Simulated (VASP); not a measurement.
# Ge: single point with LDA

Ge:

```
CELL_PARAMETERS angstrom
-1.60316 1.60316 1.60316
1.60316 -1.60316 1.60316
1.60316 1.60316 -1.60316
ATOMIC_POSITIONS crystal
Ge 0.00000 0.00000 0.00000
```

This isn't the form of Ge at room conditions, which is diamond.

```json
{
  "Program": "VASP 6.6.1",
  "Task": "single point",
  "Functional": "LDA",
  "Potentials or basis": "VASP PAW LDA potentials, release 64 (Ge_d)",
  "Cutoff": "520 eV",
  "k mesh": "15 × 15 × 15",
  "Occupations": "fermi-dirac, width 0.1 eV",
  "Spin": "no spin polarisation",
  "Dipole correction": "no",
  "Further INCAR settings": "ALGO = Normal; EDIFF = 1e-06; NBANDS = 13"
}
```

```json
{
 "Pressure": "7.4 GPa",
 "Band gap on the k mesh": "zero (bands 7 and 8 overlap by 14.04 eV)"
}
```

Levels at points of the mesh, in eV from the Fermi level:
```csv
k point,band 3,band 4,band 5,band 6,band 7,band 8,band 9,band 10,band 11,band 12
"(0.00, 0.00, 0.00)",-24.87,-24.75,-24.75,-14.32,10.53,10.53,10.53,16.14,16.14,16.14
```

Wall time 11 s on 1 thread of Intel(R) Xeon(R) Platinum 8488C (Sapphire Rapids) (shared host), peak memory 0.14 GiB.

Caveat: the cell stands under pressure.
